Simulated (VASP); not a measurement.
# SnPtF6 in VASP: notebook

Runs on SnPtF6. Level: PBE. Tasks: single point.

Program: VASP 6.6.1. These are calculated values, not measurements. Logs are shortened: lines on timing, memory, paths and dates and some standing lists are left out, and cuts for length are marked.

**1. The cell of the first run**

The cell holds a disordered packing, 8 atoms: a = 4.263 Å, b = 5.293 Å, c = 5.310 Å, α = 89.31°, β = 89.52°, γ = 73.86°.

**2. Single point, PBE**

Contents of INCAR:

```
SYSTEM = SnPtF6
PREC = Accurate
ENCUT = 520
EDIFF = 1E-6
ISMEAR = -1
SIGMA = 0.05
LREAL = .False.
LASPH = .True.
NELM = 60
ALGO = Normal
ISIF = 2
LWAVE = .False.
LCHARG = .False.
GGA = PE
NBANDS = 43
```

Contents of KPOINTS:

```
Automatic mesh
0
Gamma
  4 3 3
  0 0 0
```

Contents of POSCAR:

```
SnPtF6
1.0
    4.2317480000      0.4461130000     -0.2580790000
    0.9250960000      5.2097050000     -0.1332180000
    0.3531710000      0.1379850000      5.2962470000
F Pt Sn
6 1 1
Direct
    0.6619931946      0.5971598318      0.4960442706
    0.4670326400      0.1083657807      1.0155953054
    0.5060760157      0.7574520378      0.7920298728
    0.7876354844      0.1825940963      0.2675957142
    0.6196919377      0.1079844284      0.6372095080
    0.1520666239      0.2270158692      0.4678580516
    0.0123021342      0.3938052765      0.9376782982
    0.1131644470      0.7499271756      0.4006414666
```

Potentials or basis: VASP PAW PBE potentials, release 64 (F, Pt, Sn_d).

The run is started by

```
cat potpaw_PBE.64/F/POTCAR potpaw_PBE.64/Pt/POTCAR potpaw_PBE.64/Sn_d/POTCAR > POTCAR
mpirun -np 1 vasp_std > vasp.out
```

OUTCAR:

```text
SYSTEM = SnPtF6
   PREC = Accurate
   ENCUT = 520
   EDIFF = 1E-6
   ISMEAR = -1
   LREAL = .False.
   LASPH = .True.
   NELM = 60
   ISIF = 2
   GGA = PE

 ion  position               nearest neighbor table
   1  0.662  0.597  0.496-   3 1.83   8 2.31   8 2.33
   2  0.467  0.108  0.016-   7 2.14
   3  0.506  0.757  0.792-   1 1.83   7 2.58   8 2.69
   4  0.788  0.183  0.268-   7 2.40   8 2.42
   5  0.620  0.108  0.637-   8 2.72
   6  0.152  0.227  0.468-   8 2.61   7 2.66   8 2.75
   7  0.012  0.394  0.938-   2 2.14   4 2.40   3 2.58   6 2.66   8 3.22   8 3.49
   8  0.113  0.750  0.401-   1 2.31   1 2.33   4 2.42   6 2.61   3 2.69   5 2.72   6 2.75   7 3.22
                             7 3.49

  LATTYP: Found a triclinic cell.
 ALAT       =     5.2928797296
 B/A-ratio  =     0.8054248488
 C/A-ratio  =     1.0031972587
 COS(alpha) =     0.0083601037
 COS(beta)  =     0.0120986702
 COS(gamma) =     0.2780257216

  Lattice vectors:

 A1 = (  -0.9250960000,  -5.2097050000,   0.1332180000)
 A2 = (  -4.2317480000,  -0.4461130000,   0.2580790000)
 A3 = (  -0.3531710000,  -0.1379850000,  -5.2962470000)

Analysis of symmetry for initial positions (statically):
=====================================================================
 Subroutine PRICEL returns:
 Original cell was already a primitive cell.

 Routine SETGRP: Setting up the symmetry group for a
 triclinic supercell.

 Subroutine GETGRP returns: Found  1 space group operations
 (whereof  1 operations were pure point group operations)
 out of a pool of  2 trial point group operations.

The static configuration has the point symmetry C_1 .

Analysis of symmetry for dynamics (positions and initial velocities):
=====================================================================
 Subroutine PRICEL returns:
 Original cell was already a primitive cell.

 Routine SETGRP: Setting up the symmetry group for a
 triclinic supercell.

 Subroutine GETGRP returns: Found  1 space group operations
 (whereof  1 operations were pure point group operations)
 out of a pool of  2 trial point group operations.

The dynamic configuration has the point symmetry C_1 .

 Subroutine INISYM returns: Found  1 space group operations
 (whereof  1 operations are pure point group operations),
[... 101 lines left out ...]
   NELM   =     60;   NELMIN=  2; NELMDL= -5     # of ELM steps
   EDIFF  = 0.1E-05   stopping-criterion for ELM
   LREAL  =      F    real-space projection
   EDIFFG = 0.1E-04   stopping-criterion for IOM
   NSW    =      0    number of steps for IOM
   IBRION =     -1    ionic relax: 0-MD 1-quasi-New 2-CG
   NFREE  =      0    steps in history (QN), initial steepest desc. (CG)
   ISIF   =      2    stress and relaxation
   ISYM   =      2    0-nonsym 1-usesym 2-fastsym
   POTIM  = 0.5000    time-step for ionic-motion
   TEBEG  =    0.0;   TEEND  =   0.0 temperature during run
   PSTRESS=    0.0 pullay stress
   NELECT =      66.0000    total number of electrons
   NUPDOWN=      -1.0000    fix difference up-down
   EMIN   =  10.00;   EMAX   =-10.00  energy-range for DOS
   EFERMI =   0.00;   METHOD = LEGACY
   ISMEAR =    -1;   SIGMA  =   0.05  broadening in eV -4-tet -1-fermi 0-gaus
   EFERMI_NEDOS =   21; number of points for ismear=-14 and -15
   IALGO  =     38    algorithm
   IMIX   =      4    mixing-type and parameters
     AMIX     =   0.40;   BMIX     =  1.00
     AMIX_MAG =   1.60;   BMIX_MAG =  1.00
  volume/ion in A,a.u.               =      14.38        97.07
  Fermi-wavevector in a.u.,A,eV,Ry     =   1.360179  2.570365 25.171953  1.850086
  Thomas-Fermi vector in A             =   2.486863
   LORBIT       =      0    0 simple, 1 ext, 2 COOP (PROOUT), +10 PAW based schemes
   GGA     = PE    functional components
   LHFCALC =     F    Hartree Fock is set to
   AEXX    =    0.0000 exact exchange contribution
   IVDW    =     0    specifies the selected vdW correction
   LEPSILON=     F    determine dielectric tensor
   LRPA    =     F    only Hartree local field effects (RPA)
 non-spin polarized calculation
  energy-cutoff  :      520.00
  volume of cell :      115.07
 maximum number of plane-waves:      3121
   NGX = 15   NGY = 19   NGZ = 19

 number of electron      65.9999990 magnetization

 Free energy of the ion-electron system (eV)
  ---------------------------------------------------
  ext. energy  EPLUGINS =         0.00000000
  ---------------------------------------------------
  free energy    TOTEN  =       -23.46107655 eV

  energy without entropy =      -23.38613038  energy(sigma->0) =      -23.42360346

 E-fermi :   1.6066     XC(G=0):  -9.8595

 val. band max:        1.6024832606   @ k =  -0.2500  -0.3333   0.3333
 cond. band min:       1.6489922866   @ k =  -0.2500  -0.0000   0.3333
 fundamental gap:      0.0465090260
 Fermi energy:         1.6065883927

 k-point     1 :       0.0000    0.0000    0.0000
  band No.  band energies     occupation
      1     -21.4614      2.00000
      2     -20.9667      2.00000
      3     -20.2481      2.00000
      4     -19.5279      2.00000
      5     -19.3938      2.00000
      6     -19.1859      2.00000
[... 863 lines left out ...]
     42      11.8910      0.00000
     43      14.3328      0.00000

------------------------ aborting loop because EDIFF is reached ----------------------------------------

  FORCE on cell =-STRESS in cart. coord.  units (eV):
  Direction    XX          YY          ZZ          XY          YZ          ZX
  --------------------------------------------------------------------------------------
  -------------------------------------------------------------------------------------
  Total       -1.9299787     -3.1118344      6.5669505      3.4962194      3.0423601     -1.4146645
  in kB      -26.8709279    -43.3258037     91.4310884     48.6775623     42.3585182    -19.6962525
  external PRESSURE =       7.0781189 kB  Pullay stress =       0.0000000 kB

 VOLUME and BASIS-vectors are now :
 -----------------------------------------------------------------------------
  energy-cutoff  :      520.00
  volume of cell :      115.07
      direct lattice vectors                 reciprocal lattice vectors
     4.231748000  0.446113000 -0.258079000     0.239933100 -0.042985808 -0.014879596
     0.925096000  5.209705000 -0.133218000    -0.020841527  0.195555569 -0.003705098
     0.353171000  0.137985000  5.296247000     0.011167385  0.002824224  0.187994688

 POSITION                                       TOTAL-FORCE (eV/Angst)
 -----------------------------------------------------------------------------------
      3.52901      3.47480      2.37677         0.583359     -0.646878     -3.323785
      2.08212      0.77505     -0.05237        -2.648733      1.421913      0.622156
      3.12202      4.28116      3.96327        -0.555740     -0.736533      3.869405
      3.59650      1.33956      1.18966         0.251516      0.228098     -1.852543
      2.94732      0.92694      3.20050         1.585920      0.161945     -0.718148
      1.01875      1.31508      2.40840         0.831978      0.094483      0.944882
      0.74753      2.18648      4.91054         0.352444     -0.883093      0.168100
      1.31413      4.01267      1.99279        -0.400743      0.360065      0.289932
 -----------------------------------------------------------------------------------
    total drift:                                0.000091      0.002280      0.001206

  FREE ENERGIE OF THE ION-ELECTRON SYSTEM (eV)
  ---------------------------------------------------
  free  energy   TOTEN  =       -23.4610765529 eV

  energy  without entropy=      -23.3861303758  energy(sigma->0) =      -23.42360346
```

OSZICAR:

```text
N       E                     dE             d eps       ncg     rms          rms(c)
DAV:   1     0.800973890094E+03    0.80097E+03   -0.33503E+04  1805   0.189E+03
DAV:   2     0.827013109606E+02   -0.71827E+03   -0.66581E+03  1837   0.566E+02
DAV:   3    -0.296395177720E+02   -0.11234E+03   -0.10763E+03  1817   0.186E+02
[... 12 lines left out ...]
DAV:  16    -0.234610001663E+02    0.61584E-03   -0.53949E-03  1958   0.455E-01    0.130E-01
DAV:  17    -0.234610362954E+02   -0.36129E-04   -0.53051E-04  2018   0.224E-01    0.687E-02
DAV:  18    -0.234610674999E+02   -0.31205E-04   -0.23576E-04  1992   0.981E-02    0.482E-02
DAV:  19    -0.234610774736E+02   -0.99737E-05   -0.52527E-05  1842   0.512E-02    0.278E-02
DAV:  20    -0.234610758367E+02    0.16369E-05   -0.17883E-05  1676   0.310E-02    0.597E-03
DAV:  21    -0.234610765529E+02   -0.71617E-06   -0.28945E-06  1304   0.105E-02
   1 F= -.23461077E+02 E0= -.23423603E+02  d E =-.749462E-01
```

stdout:

```text
POSCAR found type information on POSCAR F PtSn
 POSCAR found :  3 types and       8 ions
 scaLAPACK will be used
 LDA part: xc-table for (Slater+PW92), standard interpolation
 POSCAR, INCAR and KPOINTS ok, starting setup
 FFT: planning ... GRIDC
 FFT: planning ... GRID_SOFT
 FFT: planning ... GRID
 WAVECAR not read
 entering main loop
```

Wall time 2 min (1 thread of Intel Xeon Platinum 8259CL at 2.50GHz (Skylake/Cascade Lake), shared host); peak memory 0.26 GiB.

What came out:

* Free energy: -23.4611 eV
* Pressure: 0.7 GPa
* Largest force: 3.978 eV/Å

Forces in eV/Å, atoms in the order of the input:
```
F    0.583 -0.647 -3.324
F   -2.649  1.422  0.622
F   -0.556 -0.737  3.869
F    0.252  0.228 -1.853
F    1.586  0.162 -0.718
F    0.832  0.094  0.945
Pt   0.352 -0.883  0.168
Sn  -0.401  0.360  0.290
```

Caveat: the k points lie up to 0.41 Å⁻¹ apart; spin-orbit coupling is left out, which moves the levels of the heavy elements.

**3. Single point, PBE**

This run uses another cell than the first one, of 14.74 Å³/atom.

Contents of INCAR:

```
PREC = Accurate
ENCUT = 520
EDIFF = 1E-6
ISMEAR = -1
SIGMA = 0.05
LREAL = F
LASPH = T
NELM = 60
ALGO = Normal
ISIF = 2
LWAVE = F
LCHARG = T
GGA = PE
LELF = T
LVHAR = T
NBANDS = 43
```

Contents of KPOINTS:

```
regular mesh
0
Gamma
  4 3 3
```

Contents of POSCAR:

```
SnPtF6
1.0
    4.2659580000      0.4497190000     -0.2601660000
    0.9325740000      5.2518200000     -0.1342940000
    0.3560260000      0.1391000000      5.3390630000
F Pt Sn
6 1 1
Direct
    0.6607562989      0.7030743225      0.4214201980
    0.3350422895      0.1810778184      1.0728828779
    0.5412728257      0.7029314283      0.8779366827
    0.8816038973      0.1599826859      0.2151812171
    0.6749613383      0.0786427220      0.6417371807
    0.1359121648      0.2514796155      0.5252483306
    0.0130858815      0.3804084984      0.9348028072
    0.1044868583      0.7503021889      0.4099872974
```

Potentials or basis: VASP PAW PBE potentials, release 64 (F, Pt, Sn_d).

The run is started by

```
cat potpaw_PBE.64/F/POTCAR potpaw_PBE.64/Pt/POTCAR potpaw_PBE.64/Sn_d/POTCAR > POTCAR
mpirun -np 1 vasp_std > vasp.out
```

It took 1.9 min on 1 thread of Intel Xeon Platinum 8259CL at 2.50GHz (Skylake/Cascade Lake), shared host; peak memory 0.26 GiB.

It converged, with:

* Free energy: -26.7206 eV
* Pressure: 5.5 GPa
* Largest force: 11.025 eV/Å
* Band gap on the k mesh: zero (bands 33 and 34 overlap by 0.08 eV)

Forces on the atoms (eV/Å):
```
F   -1.648 -0.928 -0.912
F    8.794 -4.718  2.279
F    1.052 -2.036  0.375
F   -1.938 -0.250 -0.615
F    1.642 -0.191  0.143
F    0.808  1.760  2.135
Pt  -9.081  4.810 -3.995
Sn   0.371  1.552  0.590
```

Stress tensor (GPa, compression positive):
```
15.15 -1.82  5.93
-1.82 -2.71 -5.16
 5.93 -5.16  3.99
```

Levels at points of the mesh, in eV from the Fermi level:
| k point | band 29 | band 30 | band 31 | band 32 | band 33 | band 34 | band 35 | band 36 | band 37 | band 38 |
| --- | --- | --- | --- | --- | --- | --- | --- | --- | --- | --- |
| (0.00, 0.00, 0.00) | -0.67 | -0.52 | -0.29 | -0.20 | -0.14 | -0.04 | 1.52 | 4.23 | 4.78 | 6.24 |
| (0.50, 0.00, 0.00) | -0.65 | -0.58 | -0.40 | -0.08 | 0.01 | 0.19 | 1.62 | 3.91 | 5.02 | 5.51 |

Caveat: the k points lie up to 0.41 Å⁻¹ apart; spin-orbit coupling is left out, which moves the levels of the heavy elements.

**4. Single point, PBE**

This run uses another cell than the first one, of 15.66 Å³/atom.

Contents of INCAR:

```
  ALGO = Normal
  EDIFF = 1E-6
  ENCUT = 520
  GGA = PE
  ISIF = 2
  ISMEAR = -1
  LASPH = True
  LCHARG = True
  LELF = True
  LREAL = False
  LVHAR = True
  LWAVE = False
  NBANDS = 43
  NELM = 60
  PREC = Accurate
  SIGMA = 0.05
```

Contents of KPOINTS:

```
k-points
0
Gamma
  4 3 3
```

Contents of POSCAR:

```
SnPtF6
1.0
    4.3532220000      0.4589190000     -0.2654880000
    0.9516510000      5.3592510000     -0.1370420000
    0.3633090000      0.1419460000      5.4482780000
F Pt Sn
6 1 1
Direct
    0.6180944992      0.7924021196      0.3362816735
    0.4124584415      0.1705551226      1.1321296347
    0.5771627335      0.5765464813      0.9926080979
    0.9049555353      0.1496423719      0.1643348825
    0.7732594826      0.0293665366      0.6471326468
    0.1689207629      0.2870414179      0.6244138360
   -0.0057794039      0.3736526764      0.9252236666
    0.0928004465      0.7562965362      0.4242468528
```

The run is started by

```
cat potpaw_PBE.64/F/POTCAR potpaw_PBE.64/Pt/POTCAR potpaw_PBE.64/Sn_d/POTCAR > POTCAR
mpirun -np 1 vasp_std > vasp.out
```

Run time: 2.1 min. Hardware: 1 thread of Intel Xeon Platinum 8259CL at 2.50GHz (Skylake/Cascade Lake), shared host; peak memory 0.28 GiB.

The run converged. Its results:

```
Free energy            : -28.4759 eV
Pressure               : 5.9 GPa
Largest force          : 3.594 eV/Å
Band gap on the k mesh : 0.04 eV (least direct gap 0.08 eV)
```

Forces in eV/Å, atoms in the order of the input:
```
F   -0.211 -1.107  0.763
F   -1.877  1.382 -2.166
F   -0.608  0.194 -1.224
F   -0.192 -0.674  1.593
F    1.245 -0.639  0.222
F    1.859  0.212 -2.588
Pt   0.370 -1.049  3.417
Sn  -0.587  1.681 -0.016
```

Stress tensor (GPa, compression positive):
```
 5.39  4.54 -4.03
 4.54  2.42  1.24
-4.03  1.24  9.97
```

Levels at points of the mesh, in eV from the valence-band top:
| k point | band 31 | band 32 | band 33 | band 34 | band 35 | band 36 |
| --- | --- | --- | --- | --- | --- | --- |
| (0.00, 0.00, 0.00) | -0.71 | -0.44 | -0.23 | 0.09 | 1.08 | 4.03 |
| (0.50, 0.00, 0.00) | -0.70 | -0.34 | -0.03 | 0.12 | 0.92 | 4.18 |

Caveat: spin-orbit coupling is left out, which moves the levels of the heavy elements.

**5. Summary**

| cell | gap on the mesh (eV) | pressure (GPa) | largest force (eV/Å) |
| --- | --- | --- | --- |
| a = 4.263, b = 5.293, c = 5.310 Å, angles 89.3, 89.5, 73.9°, 8 atoms, atomic positions A | - | 0.7 | 3.98 |
| a = 4.297, b = 5.336, c = 5.353 Å, angles 89.3, 89.5, 73.9°, 8 atoms, atomic positions B | none | 5.5 | 11.03 |
| a = 4.385, b = 5.445, c = 5.462 Å, angles 89.3, 89.5, 73.9°, 8 atoms, atomic positions C | 0.04 | 5.9 | 3.59 |

Alike in all rows: task single point; level PBE; potentials or basis VASP PAW PBE potentials, release 64 (F, Pt, Sn_d); no spin polarisation; k mesh 4 × 3 × 3; cutoff (eV) 520; smearing fermi-dirac 0.05 eV.

Caveats: some runs use coarse meshes; spin-orbit coupling is left out, which moves the levels of the heavy elements.

Absolute energies hang on the potentials; compare differences alone.
